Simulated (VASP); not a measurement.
# LiCl (P6_3mc) in VASP: a series of runs

The runs below take LiCl through single point, with LDA.

Program: VASP 6.6.1. These are calculated values, not measurements. Logs are shortened: lines on timing, memory, paths and dates and some standing lists are left out, and cuts for length are marked.

**1. The cell of the first run**

Symmetry: P6_3mc, No. 186, hexagonal system. The conventional cell has a = 3.925 Å, b = 3.925 Å, c = 6.357 Å, α = 90.00°, β = 90.00°, γ = 120.00°. Li (site symmetry 3m) has 4 Cl at 2.40 Å within 3.2 Å. Cl (site symmetry 3m) has 4 Li at 2.40 Å within 3.2 Å.

**2. Single point, LDA**

The input, INCAR:

```
SYSTEM = LiCl
  ALGO = Normal
  EDIFF = 1E-6
  ENCUT = 520
  ISIF = 2
  ISMEAR = 0
  LASPH = .True.
  LCHARG = .False.
  LREAL = .False.
  LWAVE = .False.
  NBANDS = 18
  NELM = 100
  PREC = Accurate
  SIGMA = 0.01
```

The input, KPOINTS:

```
k-points
0
Gamma
  7 7 4
  0 0 0
```

The input, POSCAR:

```
LiCl
1.0
    3.9248820000      0.0000000000      0.0000000000
   -1.9624410000      3.3990480000      0.0000000000
    0.0000000000      0.0000000000      6.3571610000
Li Cl
2 2
Direct
    0.6666666667      0.3333333333      0.8760170000
    0.3333333333      0.6666666667      0.3760170000
    0.6666666667      0.3333333333      0.4989840000
    0.3333333333      0.6666666667      0.9989840000
```

Potentials or basis: VASP PAW LDA potentials, release 64 (Li_sv, Cl).

The run is started by

```console
$ cat potpaw_LDA.64/Li_sv/POTCAR potpaw_LDA.64/Cl/POTCAR > POTCAR
$ mpirun -np 1 vasp_std > vasp.out
```

OUTCAR:

```text
SYSTEM = LiCl
   EDIFF = 1E-6
   ENCUT = 520
   ISIF = 2
   ISMEAR = 0
   LASPH = .True.
   LREAL = .False.
   NELM = 100
   PREC = Accurate

 ion  position               nearest neighbor table
   1  0.667  0.333  0.876-   3 2.40   4 2.40   4 2.40   4 2.40
   2  0.333  0.667  0.376-   4 2.40   3 2.40   3 2.40   3 2.40
   3  0.667  0.333  0.499-   1 2.40   2 2.40   2 2.40   2 2.40
   4  0.333  0.667  0.999-   2 2.40   1 2.40   1 2.40   1 2.40

  LATTYP: Found a hexagonal cell.
 ALAT       =     3.9248820000
 C/A-ratio  =     1.6197075479

  Lattice vectors:

 A1 = (   3.9248820000,   0.0000000000,   0.0000000000)
 A2 = (  -1.9624410000,   3.3990480000,   0.0000000000)
 A3 = (   0.0000000000,   0.0000000000,   6.3571610000)

Analysis of symmetry for initial positions (statically):
=====================================================================
 Subroutine PRICEL returns:
 Original cell was already a primitive cell.

 Routine SETGRP: Setting up the symmetry group for a
 hexagonal supercell.

 Subroutine GETGRP returns: Found 12 space group operations
 (whereof  6 operations were pure point group operations)
 out of a pool of 24 trial point group operations.

The static configuration has the point symmetry C_3v.
 The point group associated with its full space group is C_6v.

Analysis of symmetry for dynamics (positions and initial velocities):
=====================================================================
 Subroutine PRICEL returns:
 Original cell was already a primitive cell.

 Routine SETGRP: Setting up the symmetry group for a
 hexagonal supercell.

 Subroutine GETGRP returns: Found 12 space group operations
 (whereof  6 operations were pure point group operations)
 out of a pool of 24 trial point group operations.

The dynamic configuration has the point symmetry C_3v.
 The point group associated with its full space group is C_6v.

 Subroutine INISYM returns: Found 12 space group operations
 (whereof  6 operations are pure point group operations),
 and found     1 'primitive' translations

----------------------------------------------------------------------------------------

                                     Primitive cell

  volume of cell :      84.8100

  direct lattice vectors                    reciprocal lattice vectors
     3.924882000  0.000000000  0.000000000     0.254784730  0.147100012  0.000000000
    -1.962441000  3.399048000  0.000000000     0.000000000  0.294200023  0.000000000
     0.000000000  0.000000000  6.357161000     0.000000000  0.000000000  0.157302922

  length of vectors
[... 90 lines left out ...]
   NFREE  =      0    steps in history (QN), initial steepest desc. (CG)
   ISIF   =      2    stress and relaxation
   ISYM   =      2    0-nonsym 1-usesym 2-fastsym
   POTIM  = 0.5000    time-step for ionic-motion
   TEBEG  =    0.0;   TEEND  =   0.0 temperature during run
   PSTRESS=    0.0 pullay stress
   NELECT =      20.0000    total number of electrons
   NUPDOWN=      -1.0000    fix difference up-down
   EMIN   =  10.00;   EMAX   =-10.00  energy-range for DOS
   EFERMI =   0.00;   METHOD = LEGACY
   ISMEAR =     0;   SIGMA  =   0.01  broadening in eV -4-tet -1-fermi 0-gaus
   EFERMI_NEDOS =   21; number of points for ismear=-14 and -15
   IALGO  =     38    algorithm
   IMIX   =      4    mixing-type and parameters
     AMIX     =   0.40;   BMIX     =  1.00
     AMIX_MAG =   1.60;   BMIX_MAG =  1.00
  volume/ion in A,a.u.               =      21.20       143.08
  Fermi-wavevector in a.u.,A,eV,Ry     =   1.011430  1.911325 13.918630  1.022990
  Thomas-Fermi vector in A             =   2.144479
   LORBIT       =      0    0 simple, 1 ext, 2 COOP (PROOUT), +10 PAW based schemes
   GGA     = CA    functional components
   LHFCALC =     F    Hartree Fock is set to
   AEXX    =    0.0000 exact exchange contribution
   IVDW    =     0    specifies the selected vdW correction
   LEPSILON=     F    determine dielectric tensor
   LRPA    =     F    only Hartree local field effects (RPA)
 non-spin polarized calculation
 Gauss-broadening in eV      SIGMA  =   0.01
  energy-cutoff  :      520.00
  volume of cell :       84.81
 maximum number of plane-waves:      2316
 NGX is ok and might be reduce to    30
   NGX = 15   NGY = 15   NGZ = 23

 number of electron      19.9999994 magnetization

 Free energy of the ion-electron system (eV)
  ---------------------------------------------------
  ext. energy  EPLUGINS =         0.00000000
  ---------------------------------------------------
  free energy    TOTEN  =       -15.96603056 eV

  energy without entropy =      -15.96603056  energy(sigma->0) =      -15.96603056

 E-fermi :  -1.4075     XC(G=0):  -8.0788

 val. band max:       -1.4962430803   @ k =   0.0000   0.0000   0.0000
 cond. band min:       4.0301784643   @ k =   0.0000   0.0000   0.0000
 fundamental gap:      5.5264215446
 Fermi energy:        -1.4074649530

 k-point     1 :       0.0000    0.0000    0.0000
  band No.  band energies     occupation
      1     -43.4162      2.00000
      2     -43.4147      2.00000
      3     -14.0877      2.00000
      4     -13.7960      2.00000
      5      -3.5394      2.00000
      6      -1.8291      2.00000
[... 481 lines left out ...]
      5      -3.0809      2.00000
      6      -3.0809      2.00000
[... 10 lines left out ...]
     17      10.2393      0.00000
     18      10.2393      0.00000

------------------------ aborting loop because EDIFF is reached ----------------------------------------

  FORCE on cell =-STRESS in cart. coord.  units (eV):
  Direction    XX          YY          ZZ          XY          YZ          ZX
  --------------------------------------------------------------------------------------
  -------------------------------------------------------------------------------------
  Total       -1.4463222     -1.4463226     -1.5340766     -0.0000000      0.0000000      0.0000000
  in kB      -27.3230080    -27.3230158    -28.9808097     -0.0000000      0.0000000      0.0000000
  external PRESSURE =     -27.8756112 kB  Pullay stress =       0.0000000 kB

 VOLUME and BASIS-vectors are now :
 -----------------------------------------------------------------------------
  energy-cutoff  :      520.00
  volume of cell :       84.81
      direct lattice vectors                 reciprocal lattice vectors
     3.924882000  0.000000000  0.000000000     0.254784730  0.147100012  0.000000000
    -1.962441000  3.399048000  0.000000000     0.000000000  0.294200023  0.000000000
     0.000000000  0.000000000  6.357161000     0.000000000  0.000000000  0.157302922

 POSITION                                       TOTAL-FORCE (eV/Angst)
 -----------------------------------------------------------------------------------
      1.96244      1.13302      5.56898        -0.000000     -0.000000      0.015984
     -0.00000      2.26603      2.39040         0.000000      0.000000      0.015984
      1.96244      1.13302      3.17212        -0.000000     -0.000000     -0.015984
     -0.00000      2.26603      6.35070         0.000000     -0.000000     -0.015984
 -----------------------------------------------------------------------------------
    total drift:                                0.000000      0.000000     -0.000056

  FREE ENERGIE OF THE ION-ELECTRON SYSTEM (eV)
  ---------------------------------------------------
  free  energy   TOTEN  =       -15.9660305633 eV

  energy  without entropy=      -15.9660305633  energy(sigma->0) =      -15.96603056
```

It took 23 s on 1 thread of AMD EPYC 7R13 (Zen 3), shared host; peak memory 0.14 GiB.

What came out:

```yaml
Free_energy: -15.9660 eV
Largest_force: 0.016 eV/Å
Band_gap_on_the_k_mesh: 5.53 eV, direct
```

Forces on the atoms (eV/Å):
```
Li   0.000  0.000  0.016
Li   0.000  0.000  0.016
Cl   0.000  0.000 -0.016
Cl   0.000  0.000 -0.016
```

Levels at points of the mesh, in eV from the valence-band top:
| k point | band 7 | band 8 | band 9 | band 10 | band 11 | band 12 | band 13 | band 14 |
| --- | --- | --- | --- | --- | --- | --- | --- | --- |
| (0.00, 0.00, 0.00) | -0.33 | -0.02 | -0.02 | 0.00 | 5.53 | 7.83 | 9.71 | 9.71 |
| (0.00, 0.00, 0.50) | -0.18 | -0.18 | -0.18 | -0.18 | 6.84 | 6.84 | 9.87 | 9.87 |

Caveat: the cutoff is under 1.25 times the usual one of these potentials, so pressure, stress and relaxed cells hold a basis-set (Pulay) error. A k mesh can miss the band edges.

**3. Single point, LDA**

The input, INCAR:

```
ALGO     = Normal         # electronic algorithm
EDIFF    = 1E-6           # SCF threshold, eV
ENCUT    = 520            # plane-wave cutoff, eV
ISIF     = 2              # what is computed and relaxed
ISMEAR   = 0              # smearing method
LASPH    = T              # aspherical terms in the spheres
LCHARG   = F              # write CHGCAR
LREAL    = F              # projectors in reciprocal space
LWAVE    = F              # write WAVECAR
NBANDS   = 18             # bands
NELM     = 60             # most SCF steps
PREC     = Accurate       # precision mode
SIGMA    = 0.01           # smearing width, eV
```

The input, KPOINTS:

```
k-points
0
Gamma
  8 8 5
```

POSCAR is that of step 2.

Potentials or basis: VASP PAW LDA potentials, release 64 (Li_sv, Cl).

The run is started by

```console
$ cat potpaw_LDA.64/Li_sv/POTCAR potpaw_LDA.64/Cl/POTCAR > POTCAR
$ mpirun -np 1 vasp_std > vasp.out
```

Run time: 31 s. Hardware: 1 thread of AMD EPYC 7R13 (Zen 3), shared host; peak memory 0.14 GiB.

The run converged. Its results:

```yaml
Free_energy: -15.9660 eV
Largest_force: 0.016 eV/Å
Band_gap_on_the_k_mesh: 5.53 eV, direct
```

Forces on the atoms (eV/Å):
```
Li   0.000  0.000  0.016
Li   0.000  0.000  0.016
Cl   0.000  0.000 -0.016
Cl   0.000  0.000 -0.016
```

Levels at points of the mesh, in eV from the valence-band top:
| k point | band 7 | band 8 | band 9 | band 10 | band 11 | band 12 | band 13 | band 14 |
| --- | --- | --- | --- | --- | --- | --- | --- | --- |
| (0.00, 0.00, 0.00) | -0.33 | -0.02 | -0.02 | 0.00 | 5.53 | 7.83 | 9.71 | 9.71 |
| (0.50, 0.00, 0.00) | -1.12 | -0.86 | -0.57 | -0.30 | 7.45 | 7.62 | 8.73 | 10.00 |

Caveat: the cutoff is under 1.25 times the usual one of these potentials, so pressure, stress and relaxed cells hold a basis-set (Pulay) error.
